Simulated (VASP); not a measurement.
# Cu12HF in VASP: a series of runs

Cu12HF is run at these levels: PBE+D3(BJ); tasks: single point.

Everything below comes from runs of VASP 6.6.1. Logs are shortened: lines on timing, memory, paths and dates and some standing lists are left out, and cuts for length are marked.

## Step 1: The cell of the first run

The cell holds a slab with vacuum, 14 atoms: a = 5.105 Å, b = 5.105 Å, c = 17.168 Å, α = 90.00°, β = 90.00°, γ = 60.00°.

## Step 2: Single point, PBE+D3(BJ)

INCAR reads:

```
SYSTEM = Cu12HF
ALGO = Normal
EDIFF = 1E-7
ENCUT = 520
GGA = PE
ISIF = 2
ISMEAR = -1
IVDW = 12
LASPH = .TRUE.
LCHARG = .TRUE.
LELF = .TRUE.
LREAL = .FALSE.
LVHAR = .TRUE.
LWAVE = .FALSE.
NBANDS = 83
NELM = 60
PREC = Accurate
SIGMA = 0.15
```

KPOINTS reads:

```
k-points
0
G
  4 4 1
  0 0 0
```

POSCAR reads:

```
Cu12HF
1.0
    5.1053110000      0.0000000000      0.0000000000
    2.5526550000      4.4213290000      0.0000000000
    0.0000000000      0.0000000000     17.1684690000
Cu F H
12 1 1
Direct
    0.1666667508      0.1666666290      0.0582463119
    0.6666666529      0.1666666290      0.0582463119
    0.1666665963      0.6666667421      0.0582463119
    0.6666666943      0.6666667421      0.0582463119
   -0.1667568302      0.3331188428      0.1773760957
    0.3332034747      0.3338122994      0.1771876106
   -0.1664648523      0.8338501840      0.1770861455
    0.3326399550      0.8335073006      0.1772884932
    0.0000233144      0.0006373649      0.2967570958
    0.4996721877      0.0000850423      0.2955422525
   -0.0007222575      0.5008672732      0.2958288243
    0.4997748986      0.5004282649      0.2964937060
    0.9315568965     -0.0533952574      0.4573809115
    0.8317996242     -0.1326214358      0.4274252410
```

Potentials or basis: VASP PAW PBE potentials, release 64 (Cu, F, H).

Started as:

```
$ cat potpaw_PBE.64/Cu/POTCAR potpaw_PBE.64/F/POTCAR potpaw_PBE.64/H/POTCAR > POTCAR
$ mpirun -np 1 vasp_std > vasp.out
```

OUTCAR:

```text
SYSTEM = Cu12HF
   EDIFF = 1E-7
   ENCUT = 520
   GGA = PE
   ISIF = 2
   ISMEAR = -1
   IVDW = 12
   LASPH = .TRUE.
   LREAL = .FALSE.
   NELM = 60
   PREC = Accurate
 IVDW          = 12

 ion  position               nearest neighbor table
   1  0.167  0.167  0.058-   6 2.52   8 2.52   5 2.52   2 2.55   3 2.55   4 2.55   3 2.55   2 2.55
                             4 2.55
   2  0.667  0.167  0.058-   7 2.52   6 2.52   5 2.52   4 2.55   1 2.55   3 2.55   1 2.55   4 2.55
                             3 2.55
   3  0.167  0.667  0.058-   7 2.52   6 2.52   8 2.52   4 2.55   2 2.55   1 2.55   1 2.55   4 2.55
                             2 2.55
   4  0.667  0.667  0.058-   7 2.52   5 2.52   8 2.52   2 2.55   3 2.55   1 2.55   3 2.55   1 2.55
                             2 2.55
   5  0.833  0.333  0.177-  11 2.51   2 2.52  12 2.52   1 2.52   4 2.52   9 2.52   7 2.55   8 2.55
                             6 2.55   6 2.55   8 2.56   7 2.56
   6  0.333  0.334  0.177-  10 2.51  11 2.52   3 2.52   2 2.52   1 2.52  12 2.52   8 2.55   5 2.55
                             7 2.55   7 2.55   5 2.55   8 2.56
   7  0.834  0.834  0.177-  10 2.51  11 2.51   2 2.52   3 2.52   4 2.52   9 2.53   8 2.55   5 2.55
                             6 2.55   6 2.55   5 2.56   8 2.56
   8  0.333  0.834  0.177-  10 2.51   3 2.52   1 2.52  12 2.52   4 2.52   9 2.52   7 2.55   6 2.55
                             5 2.55   5 2.56   6 2.56   7 2.56
   9  0.000  0.001  0.297-   5 2.52   8 2.52   7 2.53  10 2.55  11 2.55  12 2.55  12 2.55  11 2.55
                            10 2.56
  10  0.500  0.000  0.296-   8 2.51   6 2.51   7 2.51   9 2.55  11 2.55  12 2.55  12 2.55  11 2.56
                             9 2.56
  11  0.999  0.501  0.296-   5 2.51   7 2.51   6 2.52  10 2.55  12 2.55   9 2.55   9 2.55  12 2.55
                            10 2.56
  12  0.500  0.500  0.296-   5 2.52   8 2.52   6 2.52  10 2.55  11 2.55   9 2.55   9 2.55  11 2.55
                            10 2.55
  13  0.932  0.947  0.457-  14 0.95
  14  0.832  0.867  0.427-  13 0.95

  LATTYP: Found a hexagonal cell.
 ALAT       =     5.1053107325
 C/A-ratio  =     3.3628646520

  Lattice vectors:

 A1 = (  -2.5526550000,  -4.4213290000,   0.0000000000)
 A2 = (   5.1053110000,   0.0000000000,   0.0000000000)
 A3 = (   0.0000000000,   0.0000000000,  17.1684690000)

Analysis of symmetry for initial positions (statically):
=====================================================================
 Subroutine PRICEL returns:
 Original cell was already a primitive cell.

 Routine SETGRP: Setting up the symmetry group for a
 hexagonal supercell.

 Subroutine GETGRP returns: Found  1 space group operations
 (whereof  1 operations were pure point group operations)
 out of a pool of 24 trial point group operations.

The static configuration has the point symmetry C_1 .

Analysis of symmetry for dynamics (positions and initial velocities):
=====================================================================
 Subroutine PRICEL returns:
 Original cell was already a primitive cell.

 Routine SETGRP: Setting up the symmetry group for a
 hexagonal supercell.

 Subroutine GETGRP returns: Found  1 space group operations
 (whereof  1 operations were pure point group operations)
 out of a pool of 24 trial point group operations.

The dynamic configuration has the point symmetry C_1 .

 Subroutine INISYM returns: Found  1 space group operations
 (whereof  1 operations are pure point group operations),
 and found     1 'primitive' translations

----------------------------------------------------------------------------------------

                                     Primitive cell

  volume of cell :     387.5311

  direct lattice vectors                    reciprocal lattice vectors
     5.105311000  0.000000000  0.000000000     0.195874453 -0.113088147  0.000000000
     2.552655000  4.421329000  0.000000000     0.000000000  0.226176337  0.000000000
     0.000000000  0.000000000 17.168469000     0.000000000  0.000000000  0.058246312

  length of vectors
     5.105311000  5.105310732 17.168469000     0.226176326  0.226176337  0.058246312

  position of ions in fractional coordinates (direct lattice)
     0.166666751  0.166666629  0.058246312
     0.666666653  0.166666629  0.058246312
     0.166666596  0.666666742  0.058246312
     0.666666694  0.666666742  0.058246312
     0.833243170  0.333118843  0.177376096
     0.333203475  0.333812299  0.177187611
[... 43 lines left out ...]

  Shift w.r.t. Gamma in fractional coordinates (k-lattice)
     0.000000000  0.000000000  0.000000000

 Subroutine IBZKPT returns following result:
 ===========================================

 Found     10 irreducible k-points:

 Following reciprocal coordinates:
            Coordinates               Weight
  0.000000  0.000000  0.000000      1.000000
  0.250000  0.000000  0.000000      2.000000
  0.250000  0.250000  0.000000      2.000000
  0.000000  0.250000  0.000000      2.000000
  0.500000  0.000000  0.000000      1.000000
  0.500000  0.500000  0.000000      1.000000
  0.000000  0.500000  0.000000      1.000000
  0.500000  0.250000  0.000000      2.000000
  0.250000  0.500000  0.000000      2.000000
 -0.250000  0.250000  0.000000      2.000000
   k-points           NKPTS =     10   k-points in BZ     NKDIM =     10   number of bands    NBANDS=     83
   number of dos      NEDOS =    301   number of ions     NIONS =     14
   total plane-waves  NPLWV = 204800
   dimension x,y,z NGX =    40 NGY =   40 NGZ =  128
   dimension x,y,z NGXF=    80 NGYF=   80 NGZF=  256
   ions per type =              12   1   1
   NGX,Y,Z   is equivalent  to a cutoff of  13.03, 13.03, 12.39 a.u.
   NGXF,Y,Z  is equivalent  to a cutoff of  26.05, 26.05, 24.79 a.u.
 SYSTEM =  Cu12HF
   PREC   = accura    normal or accurate (medium, high low for compatibility)
   ISTART =      0    job   : 0-new  1-cont  2-samecut
   ICHARG =      2    charge: 1-file 2-atom 10-const
   ISPIN  =      1    spin polarized calculation?
   LNONCOLLINEAR =      F non collinear calculations
   LSORBIT =      F    spin-orbit coupling
   LASPH  =      T    aspherical Exc in radial PAW
   ENCUT  =  520.0 eV  38.22 Ry    6.18 a.u.   9.49  9.49 31.92*2*pi/ulx,y,z
   NELM   =     60;   NELMIN=  2; NELMDL= -5     # of ELM steps
   EDIFF  = 0.1E-06   stopping-criterion for ELM
   LREAL  =      F    real-space projection
   EDIFFG = 0.1E-05   stopping-criterion for IOM
   NSW    =      0    number of steps for IOM
   IBRION =     -1    ionic relax: 0-MD 1-quasi-New 2-CG
   NFREE  =      0    steps in history (QN), initial steepest desc. (CG)
   ISIF   =      2    stress and relaxation
   ISYM   =      2    0-nonsym 1-usesym 2-fastsym
   POTIM  = 0.5000    time-step for ionic-motion
   TEBEG  =    0.0;   TEEND  =   0.0 temperature during run
   PSTRESS=    0.0 pullay stress
   NELECT =     140.0000    total number of electrons
   NUPDOWN=      -1.0000    fix difference up-down
   EMIN   =  10.00;   EMAX   =-10.00  energy-range for DOS
   EFERMI =   0.00;   METHOD = LEGACY
   ISMEAR =    -1;   SIGMA  =   0.15  broadening in eV -4-tet -1-fermi 0-gaus
   EFERMI_NEDOS =   21; number of points for ismear=-14 and -15
   IALGO  =     38    algorithm
   IMIX   =      4    mixing-type and parameters
     AMIX     =   0.40;   BMIX     =  1.00
     AMIX_MAG =   1.60;   BMIX_MAG =  1.00
  volume/ion in A,a.u.               =      27.68       186.80
  Fermi-wavevector in a.u.,A,eV,Ry     =   1.165955  2.203336 18.496470  1.359452
  Thomas-Fermi vector in A             =   2.302475
   LORBIT       =      0    0 simple, 1 ext, 2 COOP (PROOUT), +10 PAW based schemes
   GGA     = PE    functional components
   LHFCALC =     F    Hartree Fock is set to
   AEXX    =    0.0000 exact exchange contribution
   IVDW    =    12    specifies the selected vdW correction
   LEPSILON=     F    determine dielectric tensor
   LRPA    =     F    only Hartree local field effects (RPA)
 non-spin polarized calculation
  energy-cutoff  :      520.00
  volume of cell :      387.53
 maximum number of plane-waves:     10467
 NGX is ok and might be reduce to    40
   NGX = 19   NGY = 19   NGZ = 63

 number of electron     140.0000008 magnetization

 Free energy of the ion-electron system (eV)
  ---------------------------------------------------
  ext. energy  EPLUGINS =         0.00000000
  ---------------------------------------------------
  free energy    TOTEN  =       -49.13377861 eV

  energy without entropy =      -48.72490408  energy(sigma->0) =      -48.92934135

 E-fermi :  -0.2676     XC(G=0):  -6.0779

 val. band max:       -0.2863677503   @ k =   0.5000   0.5000   0.0000
 cond. band min:      -0.2530139829   @ k =   0.0000   0.0000   0.0000
 fundamental gap:      0.0333537673
 Fermi energy:        -0.2675810406

 k-point     1 :       0.0000    0.0000    0.0000
  band No.  band energies     occupation
      1     -25.2240      2.00000
      2      -9.0029      2.00000
      3      -8.5866      2.00000
      4      -6.9588      2.00000
      5      -5.4886      2.00000
      6      -5.0908      2.00000
[... 839 lines left out ...]
     81       5.3365      0.00000
     82       6.0401      0.00000
 [bands above 82 left out]

------------------------ aborting loop because EDIFF is reached ----------------------------------------

 Edisp (eV)   -4.78431

 E8    (eV) :    -2.1290

  FORCE on cell =-STRESS in cart. coord.  units (eV):
  Direction    XX          YY          ZZ          XY          YZ          ZX
  --------------------------------------------------------------------------------------
  -------------------------------------------------------------------------------------
  Total      -6.03302    -6.15847     0.10293     0.08037     0.03071     0.10990
  in kB     -24.94244   -25.46107     0.42555     0.33228     0.12696     0.45435
  external pressure =      -16.66 kB  Pullay stress =        0.00 kB

 VOLUME and BASIS-vectors are now :
 -----------------------------------------------------------------------------
  energy-cutoff  :      520.00
  volume of cell :      387.53
      direct lattice vectors                 reciprocal lattice vectors
     5.105311000  0.000000000  0.000000000     0.195874453 -0.113088147  0.000000000
     2.552655000  4.421329000  0.000000000     0.000000000  0.226176337  0.000000000
     0.000000000  0.000000000 17.168469000     0.000000000  0.000000000  0.058246312

 POSITION                                       TOTAL-FORCE (eV/Angst)
 -----------------------------------------------------------------------------------
      1.27633      0.73689      1.00000         0.003230      0.003070     -0.018729
      3.82898      0.73689      1.00000        -0.004083     -0.000716     -0.025726
      2.55265      2.94755      1.00000        -0.004375     -0.001726     -0.033005
      5.10531      2.94755      1.00000         0.003597      0.002793      0.005847
      5.10430      1.47283      3.04528        -0.000648      0.000354     -0.001182
      2.55321      1.47589      3.04204         0.000022     -0.000177     -0.000656
      6.38399      3.68673      3.04030        -0.000499      0.000017     -0.000069
      3.82589      3.68521      3.04377         0.000593     -0.000312      0.000634
      0.00175      0.00282      5.09486         0.001168      0.002013      0.014353
      2.55120      0.00038      5.07401         0.002904      0.000102      0.022309
      6.38017      2.21450      5.07893        -0.001695     -0.000780      0.016271
      3.82893      2.21256      5.09034        -0.000543     -0.001468      0.020899
      7.17224      4.18525      7.85253         0.196687      0.096711      0.138408
      6.46071      3.83497      7.33824        -0.196359     -0.099882     -0.139354
 -----------------------------------------------------------------------------------
    total drift:                                0.000456     -0.000800      0.002393

  FREE ENERGIE OF THE ION-ELECTRON SYSTEM (eV)
  ---------------------------------------------------
  free  energy   TOTEN  =       -53.9180903311 eV

  energy  without entropy=      -53.5092157975  energy(sigma->0) =      -53.71365306
```

It took 17 min on 1 thread of Intel Xeon Platinum 8259CL at 2.50GHz (Skylake/Cascade Lake), shared host; peak memory 0.63 GiB.

Results:

| Item | Value |
| --- | --- |
| Free energy | -53.9181 eV |
| Largest force | 0.261 eV/Å |
| Band gap on the k mesh | zero (band 70 reaches -0.25 eV, above the bottom of band 71 at -0.30 eV) |
| Dispersion energy per atom | -0.342 eV |

Forces on the atoms (eV/Å):
```
Cu   0.003  0.003 -0.019
Cu  -0.004 -0.001 -0.026
Cu  -0.004 -0.002 -0.033
Cu   0.004  0.003  0.006
Cu  -0.001  0.000 -0.001
Cu   0.000  0.000 -0.001
Cu   0.000  0.000  0.000
Cu   0.001  0.000  0.001
Cu   0.001  0.002  0.014
Cu   0.003  0.000  0.022
Cu  -0.002 -0.001  0.016
Cu  -0.001 -0.001  0.021
F    0.197  0.097  0.138
H   -0.196 -0.100 -0.139
```

With open d or f shells a metallic result of PBE can be an artefact of self-interaction; +U or a hybrid may open a gap.

## Step 3: Single point, PBE+D3(BJ)

INCAR reads:

```
  ALGO = Normal
  EDIFF = 1E-6
  ENCUT = 520
  GGA = PE
  ISIF = 2
  ISMEAR = -1
  IVDW = 12
  LASPH = True
  LCHARG = False
  LREAL = False
  LWAVE = False
  NBANDS = 83
  NELM = 80
  PREC = Accurate
  SIGMA = 0.15
```

KPOINTS reads:

```
k-points
0
Gamma
  4 4 1
```

POSCAR reads:

```
Cu12HF
1.0
    5.1053110000      0.0000000000      0.0000000000
    2.5526550000      4.4213290000      0.0000000000
    0.0000000000      0.0000000000     17.1684690000
Cu F H
12 1 1
Direct
    0.1666667508      0.1666666290      0.0582463119
    0.6666666529      0.1666666290      0.0582463119
    0.1666665963      0.6666667421      0.0582463119
    0.6666666943      0.6666667421      0.0582463119
   -0.1664604058      0.3332041113      0.1770801462
    0.3330363595      0.3330496328      0.1772834840
   -0.1667817282      0.8334532445      0.1773230333
    0.3329836154      0.8339795568      0.1772864546
   -0.0004909092      0.0001293729      0.2962712633
    0.5003774088     -0.0002347710      0.2967354864
   -0.0005124423      0.5005114978      0.2961480724
    0.4995030050      0.5003393776      0.2956548426
    0.9755987993      0.2618938785      0.4616324263
    0.8129744826      0.3461088284      0.4259845185
```

Potentials or basis: VASP PAW PBE potentials, release 64 (Cu, F, H).

Started as:

```
$ cat potpaw_PBE.64/Cu/POTCAR potpaw_PBE.64/F/POTCAR potpaw_PBE.64/H/POTCAR > POTCAR
$ mpirun -np 1 vasp_std > vasp.out
```

OUTCAR:

```text
EDIFF = 1E-6
   ENCUT = 520
   GGA = PE
   ISIF = 2
   ISMEAR = -1
   IVDW = 12
   LASPH = True
   LREAL = False
   NELM = 80
   PREC = Accurate
 IVDW          = 12

 ion  position               nearest neighbor table
   1  0.167  0.167  0.058-   5 2.52   8 2.52   6 2.52   2 2.55   3 2.55   4 2.55   3 2.55   2 2.55
                             4 2.55
   2  0.667  0.167  0.058-   5 2.52   7 2.52   6 2.52   4 2.55   1 2.55   3 2.55   1 2.55   4 2.55
                             3 2.55
   3  0.167  0.667  0.058-   6 2.52   8 2.52   7 2.52   4 2.55   2 2.55   1 2.55   1 2.55   4 2.55
                             2 2.55
   4  0.667  0.667  0.058-   5 2.52   7 2.52   8 2.52   2 2.55   3 2.55   1 2.55   3 2.55   1 2.55
                             2 2.55
   5  0.834  0.333  0.177-  12 2.52   1 2.52   2 2.52   4 2.52  11 2.52   9 2.52   8 2.55   6 2.55
                             7 2.55   7 2.55   6 2.56   8 2.56
   6  0.333  0.333  0.177-  12 2.51  11 2.52   1 2.52   3 2.52   2 2.52  10 2.53   8 2.55   5 2.55
[... 1068 lines left out ...]

 Edisp (eV)   -4.78190

 E8    (eV) :    -2.1281

  FORCE on cell =-STRESS in cart. coord.  units (eV):
  Direction    XX          YY          ZZ          XY          YZ          ZX
  --------------------------------------------------------------------------------------
  -------------------------------------------------------------------------------------
  Total      -6.06349    -6.14905     0.14179    -0.07915    -0.08047     0.12599
  in kB     -25.06842   -25.42215     0.58622    -0.32722    -0.33268     0.52090
  external pressure =      -16.63 kB  Pullay stress =        0.00 kB

 VOLUME and BASIS-vectors are now :
 -----------------------------------------------------------------------------
  energy-cutoff  :      520.00
  volume of cell :      387.53
      direct lattice vectors                 reciprocal lattice vectors
     5.105311000  0.000000000  0.000000000     0.195874453 -0.113088147  0.000000000
     2.552655000  4.421329000  0.000000000     0.000000000  0.226176337  0.000000000
     0.000000000  0.000000000 17.168469000     0.000000000  0.000000000  0.058246312

 POSITION                                       TOTAL-FORCE (eV/Angst)
 -----------------------------------------------------------------------------------
      1.27633      0.73689      1.00000        -0.001295      0.000995     -0.038358
      3.82898      0.73689      1.00000         0.000077      0.004895     -0.009269
      2.55265      2.94755      1.00000         0.003493     -0.002030     -0.013359
      5.10531      2.94755      1.00000        -0.003981     -0.002437     -0.007510
      5.10603      1.47321      3.04020         0.000285      0.000570     -0.001249
      2.55041      1.47252      3.04369         0.000196      0.000922     -0.000857
      6.38136      3.68497      3.04437         0.000572     -0.000588      0.000134
      3.82885      3.68730      3.04374        -0.000794     -0.000846      0.000180
      5.10314      0.00057      5.08652        -0.001812     -0.000876      0.012508
      5.10664      4.42029      5.09449         0.001876      0.002288      0.019798
      6.38033      2.21293      5.08441         0.001515      0.000604      0.017872
      3.82731      2.21217      5.07594         0.000101     -0.002691      0.020507
      5.64926      1.15792      7.92552         0.193788     -0.117931      0.188988
      5.03398      1.53026      7.31350        -0.194021      0.117125     -0.189386
 -----------------------------------------------------------------------------------
    total drift:                                0.000307     -0.000237      0.004646

  FREE ENERGIE OF THE ION-ELECTRON SYSTEM (eV)
  ---------------------------------------------------
  free  energy   TOTEN  =       -53.9089880507 eV

  energy  without entropy=      -53.4998290765  energy(sigma->0) =      -53.70440856
```

OSZICAR:

```text
N       E                     dE             d eps       ncg     rms          rms(c)
DAV:   1     0.138015432048E+04    0.13802E+04   -0.60196E+04  1660   0.216E+03
DAV:   2     0.177058878545E+03   -0.12031E+04   -0.11682E+04  1660   0.469E+02
DAV:   3    -0.315987972803E+02   -0.20866E+03   -0.19180E+03  2218   0.232E+02
[... 18 lines left out ...]
DAV:  22    -0.491270758406E+02   -0.20558E-04   -0.68541E-06  1920   0.454E-02    0.478E-03
DAV:  23    -0.491270818358E+02   -0.59951E-05   -0.20504E-06  1232   0.219E-02    0.229E-03
DAV:  24    -0.491270841113E+02   -0.22756E-05   -0.11023E-06  1152   0.171E-02    0.139E-03
DAV:  25    -0.491270855745E+02   -0.14632E-05   -0.37919E-07  1144   0.793E-03    0.994E-04
DAV:  26    -0.491270862603E+02   -0.68576E-06   -0.23300E-07  1080   0.631E-03
   1 F= -.53908988E+02 E0= -.53704409E+02  d E =-.409159E+00
```

It took 16 min on 1 thread of Oxide Virtual Turin-like, shared host; peak memory 0.6 GiB.

What came out:

| Property | Result |
| --- | --- |
| Free energy | -53.9090 eV |
| Largest force | 0.295 eV/Å |
| Band gap on the k mesh | zero (band 70 reaches -0.33 eV, above the bottom of band 71 at -0.39 eV) |
| Dispersion energy per atom | -0.342 eV |

Forces on the atoms (eV/Å):
```
Cu  -0.001  0.001 -0.038
Cu   0.000  0.005 -0.009
Cu   0.003 -0.002 -0.013
Cu  -0.004 -0.002 -0.008
Cu   0.000  0.001 -0.001
Cu   0.000  0.001 -0.001
Cu   0.001 -0.001  0.000
Cu  -0.001 -0.001  0.000
Cu  -0.002 -0.001  0.013
Cu   0.002  0.002  0.020
Cu   0.002  0.001  0.018
Cu   0.000 -0.003  0.021
F    0.194 -0.118  0.189
H   -0.194  0.117 -0.189
```

With open d or f shells a metallic result of PBE can be an artefact of self-interaction; +U or a hybrid may open a gap.

(Part 1 of 2 ends here.)
